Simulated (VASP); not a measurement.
TaN, 2 atoms in the cell. The structure is hexagonal, space group P-6m2 (No. 187). Conventional cell: a = 2.906 Å, b = 2.906 Å, c = 2.861 Å, α = 90.00°, β = 90.00°, γ = 120.00°. Ta (site symmetry -6m2) has 6 N at 2.20 Å and 2 Ta at 2.86 Å within 2.9 Å. Within 2.9 Å of N (site symmetry -6m2) lie 6 Ta at 2.20 Å and 2 N at 2.86 Å. 

* Program: VASP 6.6.1
* Task: vibrations by perturbation theory
* Functional: PBE
* Potentials or basis: VASP PAW PBE potentials, release 64 (Ta_pv, N)
* Cutoff: 520 eV
* k mesh: 18 × 18 × 14
* Occupations: fermi-dirac, width 0.15 eV
* Spin: no spin polarisation
* Dipole correction: no
* Further INCAR settings: ALGO = Normal; EDIFF = 1e-08; IBRION = 8; NSW = 1

Potentials or basis: VASP PAW PBE potentials, release 64 (Ta_pv, N).

The run is started by

```sh
$ cat potpaw_PBE.64/Ta_pv/POTCAR potpaw_PBE.64/N/POTCAR > POTCAR
$ mpirun -np 1 vasp_std > vasp.out
```

Hardware: 1 thread of Intel(R) Xeon(R) 6975P-C (Granite Rapids), with other jobs on the host.

Problem. Estimate the wall time of this run.

Solution. Wall time 9.6 min on 1 thread of Intel(R) Xeon(R) 6975P-C (Granite Rapids) (shared host), peak memory 0.78 GiB. Counts: scf iterations 79, k points 296.
